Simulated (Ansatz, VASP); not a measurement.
**One calculation of SrZr2As2, two programs**

```xyz
5
Lattice="0.0000 4.0216 0.0000 4.0216 0.0000 0.0000 2.0108 2.0108 -6.1532" Properties=species:S:1:pos:R:3 pbc="T T T"
As    2.0108    2.0108   -1.8152
As    4.0216    4.0216   -4.3380
Sr    0.0000    0.0000    0.0000
Zr    2.0108    4.0216   -3.0766
Zr    4.0216    2.0108   -3.0766
```

Alike in both runs: task single point; functional r2SCAN; k mesh 5 × 5 × 5; occupations methfessel-paxton of order 1, width 0.0754 eV; no spin polarisation.

|  | VASP | Ansatz |
| --- | --- | --- |
| version | VASP 6.6.1 | Ansatz 0.2.0 |
| potentials or method | VASP PAW PBE potentials, release 64 (As, Sr_sv, Zr_sv), cutoff 520 eV | PAW plane waves |
| valence electrons in the cell | 44 | 64 |

```csv
,VASP,Ansatz,Ansatz less VASP
gap on the k mesh at the Fermi level (eV),none,none,-
rms of the force components (eV/Å),2.996,2.975,-0.0213
```

VASP's potentials were made for PBE, not for r2SCAN. Atom by atom the forces differ by 0.021 eV/Å (rms over components). A gap of «none» marks a metal or a gap that the smearing closes. VASP's potentials hold 44 valence electrons a cell and Ansatz's 64, so a difference there can come from the potentials and not from the codes.
